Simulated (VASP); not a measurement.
# GaN: single point with PBE

GaN:

```xyz
2
Lattice="0.0000 2.3425 2.2742 2.3425 0.0000 2.2742 2.3425 2.3425 0.0000" Properties=species:S:1:pos:R:3 pbc="T T T"
Ga    0.0000    0.0000    0.0000
N     3.5137    3.5137    3.4114
```

This cell differs from its parent crystal: strain +0.030 along x and y, +0.000 along z.

```json
{
 "Program": "VASP 6.6.1",
 "Task": "single point",
 "Functional": "PBE",
 "Potentials or basis": "VASP PAW PBE potentials, release 64 (Ga_d, N)",
 "Cutoff": "520 eV",
 "k mesh": "10 × 10 × 10",
 "Occupations": "gaussian, width 0.05 eV",
 "Spin": "no spin polarisation",
 "Dipole correction": "no",
 "Further INCAR settings": "ALGO = Normal; EDIFF = 1e-07; NBANDS = 16"
}
```

```
Pressure               : -8.8 GPa
Band gap on the k mesh : 1.08 eV, direct
```

Stress tensor (GPa, compression positive):
```
-9.93  0.00  0.00
 0.00 -9.93  0.00
 0.00  0.00 -6.47
```

Levels at points of the mesh, in eV from the valence-band top:
| k point | band 5 | band 6 | band 7 | band 8 | band 9 | band 10 | band 11 | band 12 | band 13 | band 14 |
| --- | --- | --- | --- | --- | --- | --- | --- | --- | --- | --- |
| (0.00, 0.00, 0.00) | -13.25 | -13.24 | -0.12 | -0.12 | 0.00 | 1.08 | 9.63 | 9.71 | 9.71 | 16.36 |
| (0.50, 0.00, 0.00) | -13.20 | -11.98 | -6.58 | -1.05 | -0.85 | 3.95 | 8.20 | 9.64 | 10.05 | 14.83 |
| (0.50, 0.50, 0.00) | -13.18 | -11.45 | -5.66 | -2.63 | -2.63 | 3.14 | 5.76 | 11.28 | 12.88 | 12.88 |
| (0.50, 0.00, 0.50) | -13.19 | -11.59 | -5.96 | -2.43 | -2.42 | 3.30 | 6.19 | 10.93 | 12.72 | 13.32 |

Wall time 52 s on 1 thread of Intel Xeon 8259CL (shared host), peak memory 0.17 GiB.

Caveat: the cell differs from its parent crystal (strain +0.030 along x and y, +0.000 along z).
